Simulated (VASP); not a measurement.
# C (Fd-3m) in VASP: further runs, part 2 of 2

VASP 6.6.1.

### Step 3. Relaxation of cell and atoms, PBE

This run uses another cell than the first one, of 5.68 Å³/atom, 0.997 times its volume.

Input file INCAR:

```
SYSTEM = C
ALGO = Normal
EDIFF = 1E-6
EDIFFG = -0.002
ENCUT = 600
GGA = PE
IBRION = 2
ISIF = 3
ISMEAR = 0
LASPH = .TRUE.
LCHARG = .FALSE.
LREAL = .FALSE.
LWAVE = .FALSE.
NELM = 80
NSW = 80
PREC = Accurate
SIGMA = 0.01
```

Input file KPOINTS:

```
k-points
0
G
  6 6 6
  0 0 0
```

Input file POSCAR:

```
C
1.0
    3.5680000000      0.0000000000      0.0000000000
    0.0000000000      3.5680000000      0.0000000000
    0.0000000000      0.0000000000      3.5680000000
C
8
Direct
    0.0000000000      0.0000000000      0.0000000000
    0.0000000000      0.5000000000      0.5000000000
    0.5000000000      0.0000000000      0.5000000000
    0.5000000000      0.5000000000      0.0000000000
    0.2500000000      0.2500000000      0.2500000000
    0.2500000000      0.7500000000      0.7500000000
    0.7500000000      0.2500000000      0.7500000000
    0.7500000000      0.7500000000      0.2500000000
```

Potentials or basis: VASP PAW PBE potentials, release 64 (C).

Started as:

```sh
> cat potpaw_PBE.64/C/POTCAR > POTCAR
> mpirun -np 1 vasp_std > vasp.out
```

OUTCAR:

```text
SYSTEM = C
   EDIFF = 1E-6
   EDIFFG = -0.002
   ENCUT = 600
   GGA = PE
   IBRION = 2
   ISIF = 3
   ISMEAR = 0
   LASPH = .TRUE.
   LREAL = .FALSE.
   NELM = 80
   NSW = 80
   PREC = Accurate

 ion  position               nearest neighbor table
   1  0.000  0.000  0.000-   5 1.54   6 1.54   7 1.54   8 1.54
   2  0.000  0.500  0.500-   5 1.54   6 1.54   7 1.54   8 1.54
   3  0.500  0.000  0.500-   5 1.54   6 1.54   7 1.54   8 1.54
   4  0.500  0.500  0.000-   5 1.54   6 1.54   7 1.54   8 1.54
   5  0.250  0.250  0.250-   1 1.54   2 1.54   3 1.54   4 1.54
   6  0.250  0.750  0.750-   1 1.54   2 1.54   3 1.54   4 1.54
   7  0.750  0.250  0.750-   1 1.54   2 1.54   3 1.54   4 1.54
   8  0.750  0.750  0.250-   1 1.54   2 1.54   3 1.54   4 1.54

  LATTYP: Found a simple cubic cell.
 ALAT       =     3.5680000000

  Lattice vectors:

 A1 = (   3.5680000000,   0.0000000000,   0.0000000000)
 A2 = (   0.0000000000,   3.5680000000,   0.0000000000)
 A3 = (   0.0000000000,   0.0000000000,   3.5680000000)

Analysis of symmetry for initial positions (statically):
=====================================================================
 Subroutine PRICEL returns following result:

  LATTYP: Found a face centered cubic cell.
 ALAT       =     3.5680000000

  Lattice vectors:

 A1 = (   1.7840000000,  -1.7840000000,   0.0000000000)
 A2 = (   1.7840000000,   0.0000000000,   1.7840000000)
 A3 = (   0.0000000000,  -1.7840000000,   1.7840000000)

   4 primitive cells build up your supercell.

 Routine SETGRP: Setting up the symmetry group for a
 simple cubic supercell.

 Subroutine GETGRP returns: Found 48 space group operations
 (whereof 24 operations were pure point group operations)
 out of a pool of 48 trial point group operations.

The static configuration has the point symmetry T_d .
 The point group associated with its full space group is O_h .

Analysis of symmetry for dynamics (positions and initial velocities):
=====================================================================
 Subroutine PRICEL returns following result:

  LATTYP: Found a face centered cubic cell.
 ALAT       =     3.5680000000

  Lattice vectors:

 A1 = (   1.7840000000,  -1.7840000000,   0.0000000000)
 A2 = (   1.7840000000,   0.0000000000,   1.7840000000)
 A3 = (   0.0000000000,  -1.7840000000,   1.7840000000)

   4 primitive cells build up your supercell.

 Routine SETGRP: Setting up the symmetry group for a
 simple cubic supercell.

 Subroutine GETGRP returns: Found 48 space group operations
 (whereof 24 operations were pure point group operations)
 out of a pool of 48 trial point group operations.

The dynamic configuration has the point symmetry T_d .
 The point group associated with its full space group is O_h .

 Subroutine INISYM returns: Found 48 space group operations
 (whereof 24 operations are pure point group operations),
 and found     4 'primitive' translations

----------------------------------------------------------------------------------------

                                     Primitive cell

  volume of cell :      11.3557

  direct lattice vectors                    reciprocal lattice vectors
     1.784000000 -1.784000000  0.000000000     0.280269058 -0.280269058 -0.280269058
     1.784000000  0.000000000  1.784000000     0.280269058  0.280269058  0.280269058
     0.000000000 -1.784000000  1.784000000    -0.280269058 -0.280269058  0.280269058

[... 24 lines left out ...]
     0.000000000  0.046711510  0.000000000     0.000000000  0.166666667  0.000000000
     0.000000000  0.000000000  0.046711510     0.000000000  0.000000000  0.166666667

  Length of vectors
     0.046711510  0.046711510  0.046711510

  Shift w.r.t. Gamma in fractional coordinates (k-lattice)
     0.000000000  0.000000000  0.000000000

 Subroutine IBZKPT returns following result:
 ===========================================

 Found     20 irreducible k-points:

 Following reciprocal coordinates:
            Coordinates               Weight
  0.000000  0.000000  0.000000      1.000000
  0.166667  0.000000  0.000000      6.000000
  0.333333  0.000000  0.000000      6.000000
  0.500000  0.000000  0.000000      3.000000
  0.166667  0.166667  0.000000     12.000000
  0.333333  0.166667  0.000000     24.000000
[... 12 lines left out ...]
  0.500000  0.500000  0.333333      6.000000
  0.500000  0.500000  0.500000      1.000000
   k-points           NKPTS =     20   k-points in BZ     NKDIM =     20   number of bands    NBANDS=     21
   number of dos      NEDOS =    301   number of ions     NIONS =      8
   total plane-waves  NPLWV =  27000
   dimension x,y,z NGX =    30 NGY =   30 NGZ =   30
   dimension x,y,z NGXF=    60 NGYF=   60 NGZF=   60
   ions per type =               8
   NGX,Y,Z   is equivalent  to a cutoff of  13.98, 13.98, 13.98 a.u.
   NGXF,Y,Z  is equivalent  to a cutoff of  27.96, 27.96, 27.96 a.u.
 SYSTEM =  C
   PREC   = accura    normal or accurate (medium, high low for compatibility)
   ISTART =      0    job   : 0-new  1-cont  2-samecut
   ICHARG =      2    charge: 1-file 2-atom 10-const
   ISPIN  =      1    spin polarized calculation?
   LNONCOLLINEAR =      F non collinear calculations
   LSORBIT =      F    spin-orbit coupling
   LASPH  =      T    aspherical Exc in radial PAW
   ENCUT  =  600.0 eV  44.10 Ry    6.64 a.u.   7.13  7.13  7.13*2*pi/ulx,y,z
   NELM   =     80;   NELMIN=  2; NELMDL= -5     # of ELM steps
   EDIFF  = 0.1E-05   stopping-criterion for ELM
   LREAL  =      F    real-space projection
   EDIFFG = -.2E-02   stopping-criterion for IOM
   NSW    =     80    number of steps for IOM
   IBRION =      2    ionic relax: 0-MD 1-quasi-New 2-CG
   NFREE  =      1    steps in history (QN), initial steepest desc. (CG)
   ISIF   =      3    stress and relaxation
   ISYM   =      2    0-nonsym 1-usesym 2-fastsym
   POTIM  = 0.5000    time-step for ionic-motion
   TEBEG  =    0.0;   TEEND  =   0.0 temperature during run
   PSTRESS=    0.0 pullay stress
   NELECT =      32.0000    total number of electrons
   NUPDOWN=      -1.0000    fix difference up-down
   EMIN   =  10.00;   EMAX   =-10.00  energy-range for DOS
   EFERMI =   0.00;   METHOD = LEGACY
   ISMEAR =     0;   SIGMA  =   0.01  broadening in eV -4-tet -1-fermi 0-gaus
   EFERMI_NEDOS =   21; number of points for ismear=-14 and -15
   IALGO  =     38    algorithm
   IMIX   =      4    mixing-type and parameters
     AMIX     =   0.40;   BMIX     =  1.00
     AMIX_MAG =   1.60;   BMIX_MAG =  1.00
  volume/ion in A,a.u.               =       5.68        38.32
  Fermi-wavevector in a.u.,A,eV,Ry     =   1.456688  2.752742 28.870759  2.121941
  Thomas-Fermi vector in A             =   2.573577
   LORBIT       =      0    0 simple, 1 ext, 2 COOP (PROOUT), +10 PAW based schemes
   GGA     = PE    functional components
   LHFCALC =     F    Hartree Fock is set to
   AEXX    =    0.0000 exact exchange contribution
   IVDW    =     0    specifies the selected vdW correction
   LEPSILON=     F    determine dielectric tensor
   LRPA    =     F    only Hartree local field effects (RPA)
 conjugate gradient relaxation of ions
 non-spin polarized calculation
 Gauss-broadening in eV      SIGMA  =   0.01
  energy-cutoff  :      600.00
  volume of cell :       45.42
 maximum number of plane-waves:      1568
 NGX is ok and might be reduce to    30
   NGX = 15   NGY = 15   NGZ = 15

--------------------------------------- Ionic step        1  -------------------------------------------

 number of electron      31.9999991 magnetization

 Free energy of the ion-electron system (eV)
  ---------------------------------------------------
  ext. energy  EPLUGINS =         0.00000000
  ---------------------------------------------------
  free energy    TOTEN  =       -72.76079115 eV

  energy without entropy =      -72.76079115  energy(sigma->0) =      -72.76079115

------------------------ aborting loop because EDIFF is reached ----------------------------------------

  FORCE on cell =-STRESS in cart. coord.  units (eV):
  Direction    XX          YY          ZZ          XY          YZ          ZX
  --------------------------------------------------------------------------------------
  -------------------------------------------------------------------------------------
  Total        0.3714111      0.3714111      0.3714111     -0.0000000      0.0000000     -0.0000000
  in kB       13.1005936     13.1005936     13.1005936     -0.0000000      0.0000000     -0.0000000
  external PRESSURE =      13.1005936 kB  Pullay stress =       0.0000000 kB
[... 71 lines left out ...]
--------------------------------------- Ionic step        3  -------------------------------------------

 number of electron      31.9999991 magnetization

 Free energy of the ion-electron system (eV)
  ---------------------------------------------------
  ext. energy  EPLUGINS =         0.00000000
  ---------------------------------------------------
  free energy    TOTEN  =       -72.76134690 eV

  energy without entropy =      -72.76134690  energy(sigma->0) =      -72.76134690

 E-fermi :   9.7277     XC(G=0): -13.2303

 val. band max:        9.6696372009   @ k =   0.0000   0.0000   0.0000
 cond. band min:      13.8139515486   @ k =   0.3333   0.0000   0.0000
 fundamental gap:      4.1443143476
 Fermi energy:         9.7277100712

 k-point     1 :       0.0000    0.0000    0.0000
  band No.  band energies     occupation
      1     -11.7521      2.00000
      2      -3.0659      2.00000
      3      -3.0659      2.00000
      4      -3.0659      2.00000
      5      -3.0659      2.00000
      6      -3.0659      2.00000
[... 504 lines left out ...]
  FREE ENERGIE OF THE ION-ELECTRON SYSTEM (eV)
  ---------------------------------------------------
  free  energy   TOTEN  =       -72.7613468996 eV

  energy  without entropy=      -72.7613468996  energy(sigma->0) =      -72.76134690

 reached required accuracy - stopping structural energy minimisation
```

It took 36 s on 1 thread of Intel Xeon 6975P-C, shared host; peak memory 0.16 GiB.

What came out:

* Free energy: -72.7613 eV
* Relaxed volume: 5.69 Å³/atom
* Relaxed cell: a = 3.572 Å, b = 3.572 Å, c = 3.572 Å, α = 90.00°, β = 90.00°, γ = 90.00°
* Space group after relaxing (to 0.05 Å): Fd-3m (No. 227)
* Energy gained by relaxing: 0.1 meV/atom
* Ionic steps: 3
* Pressure after relaxing: 0.0 GPa
* Band gap on the k mesh: 4.14 eV

Step by step:
| step | energy change (eV) | largest force (eV/Å) | pressure (GPa) | volume (Å³) |
| --- | --- | --- | --- | --- |
| 1 | 0.0000 | 0.0000 | 1.31 | 45.42 |
| 2 | 0.0003 | 0.0000 | -1.60 | 45.73 |
| 3 | -0.0006 | 0.0000 | 0.01 | 45.56 |

Final structure:
```yaml
crystal:
  lattice:
    - [3.57158, 0.00000, 0.00000]
    - [0.00000, 3.57158, 0.00000]
    - [0.00000, 0.00000, 3.57158]
  atoms:
    - { symbol: C, position: [0.00000, 0.00000, 0.00000] }
    - { symbol: C, position: [0.00000, 0.50000, 0.50000] }
    - { symbol: C, position: [0.50000, 0.00000, 0.50000] }
    - { symbol: C, position: [0.50000, 0.50000, 0.00000] }
    - { symbol: C, position: [0.25000, 0.25000, 0.25000] }
    - { symbol: C, position: [0.25000, 0.75000, 0.75000] }
    - { symbol: C, position: [0.75000, 0.25000, 0.75000] }
    - { symbol: C, position: [0.75000, 0.75000, 0.25000] }
```

Levels at points of the mesh, in eV from the valence-band top:
| k point | band 14 | band 15 | band 16 | band 17 | band 18 | band 19 |
| --- | --- | --- | --- | --- | --- | --- |
| (0.00, 0.00, 0.00) | 0.00 | 0.00 | 0.00 | 4.75 | 4.75 | 4.75 |
| (0.50, 0.00, 0.00) | -4.10 | -4.10 | -4.10 | 4.43 | 4.43 | 10.22 |
| (0.50, 0.50, 0.00) | -3.00 | -3.00 | -3.00 | 7.91 | 7.91 | 7.91 |
| (0.50, 0.50, 0.50) | -2.79 | -2.79 | -2.79 | 8.44 | 8.44 | 8.44 |

A k mesh can miss the band edges. Expect the measured gap to be larger: semilocal functionals such as PBE lack the derivative discontinuity.
